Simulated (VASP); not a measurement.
Runs of VASP 6.6.1 on PbSe. It takes space group Fmm2 (No. 42, orthorhombic). Conventional cell: a = 6.236 Å, b = 24.002 Å, c = 6.251 Å, α = 90.00°, β = 90.00°, γ = 90.00°. Pb (site symmetry m) has 5 Se at 2.83 to 3.21 Å within 3.7 Å. Se (site symmetry m) has 5 Pb at 2.83 to 3.21 Å within 3.7 Å. 

| k mesh | gap on the mesh (eV) | pressure (GPa) | largest force (eV/Å) |
| --- | --- | --- | --- |
| 5 × 5 × 5 | 1.27 | -1.8 | 0.31 |
| 2 × 2 × 2 | 1.54 | -1.1 | 1.15 |
| 4 × 4 × 4 | 1.59 | (a) | 0.40 |
| 3 × 3 × 3 | 1.96 | -2.0 | (b) |

Alike in all rows: task single point; level LDA; potentials or basis VASP PAW LDA potentials, release 64 (Pb_d, Se); no spin polarisation; cell as given; cutoff (eV) 520; smearing gaussian 0.01 eV.

**Question.** Estimate the missing entries.

**Answer.** (a) -1.9; (b) 0.23.

Caveats: some runs use coarse meshes; spin-orbit coupling is left out, which moves the levels of the heavy elements; forces of over 1 eV/Å act on the atoms, so gaps and moduli don't describe the material at rest (some runs).

A k mesh can miss the band edges, and the runs leave out spin-orbit coupling on Pb, Se.
